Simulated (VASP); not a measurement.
A run of VASP 6.6.1 is set up as follows.

File INCAR:

```
  PREC = Accurate
  ENCUT = 520
  EDIFF = 1E-7
  ISMEAR = 1
  SIGMA = 0.2
  LREAL = F
  LASPH = T
  NELM = 60
  ALGO = Fast
  ISIF = 2
  LWAVE = F
  LCHARG = T
  LELF = T
  LVHAR = T
  NBANDS = 8
```

Contents of KPOINTS:

```
regular mesh
0
Gamma
  20 20 20
```

The input POSCAR:

```
Al
1.0
   -1.5593943162      1.5593943162      1.5912186900
    1.5593943162     -1.5593943162      1.5912186900
    1.5593943162      1.5593943162     -1.5912186900
Al
1
Direct
    0.0000000000      0.0000000000      0.0000000000
```

Potentials or basis: VASP PAW LDA potentials, release 64 (Al).

Run with:

```sh
$ cat potpaw_LDA.64/Al/POTCAR > POTCAR
$ mpirun -np 1 vasp_std > vasp.out
```

Q: What does it give for the pressure?

A: 3.9 GPa.

Stress tensor (GPa, compression positive):
```
3.47 0.00 0.00
0.00 3.47 0.00
0.00 0.00 4.63
```

Caveat: the cell differs from its parent crystal (strain -0.0200 x Voigt [1, 1, 0, 0, 0, 0]).
